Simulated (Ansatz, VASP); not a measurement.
KHCO2 in VASP and in Ansatz

```
CELL_PARAMETERS angstrom
2.86282 -3.26073 0.00000
2.86282 3.26073 0.00000
0.00000 0.00000 6.63835
ATOMIC_POSITIONS crystal
K 0.00000 0.00000 0.50000
K 0.00000 0.00000 0.00000
H 0.42859 0.57141 0.25000
H 0.57141 0.42859 0.75000
C 0.60055 0.39945 0.25000
C 0.39945 0.60055 0.75000
O 0.49524 0.11580 0.25000
O 0.11580 0.49524 0.75000
O 0.50476 0.88420 0.75000
O 0.88420 0.50476 0.25000
```

Alike in both runs: functional LDA; k mesh 6 × 6 × 4; no spin polarisation.

Ansatz relaxed the structure, and its values are those at the end. VASP's run is a single point on that final structure, the one shown.

```csv
,VASP,Ansatz
version,VASP 6.6.1,Ansatz 0.2.0
potentials or method,"VASP PAW LDA potentials, release 64 (K_sv, H, C, O), cutoff 520 eV","scalar-relativistic, plane waves, PAW"
occupations,"gaussian, width 0.01 eV",fixed
valence electrons in the cell,52,52
```

```csv
,VASP,Ansatz,Ansatz less VASP
gap on the k mesh at the Fermi level (eV),3.87,3.88,+0.007
least direct gap on the mesh (eV),3.87,3.88,+0.007
pressure (GPa),0.9,0.0,-0.94
rms of the force components (eV/Å),0.179,0.000,-0.1784
```

LDA's correlation is that of Perdew and Zunger in VASP and of Perdew and Wang (1992) in Ansatz.

Noted on VASP's run: the standard files for N, O and F lose accuracy on very short bonds.
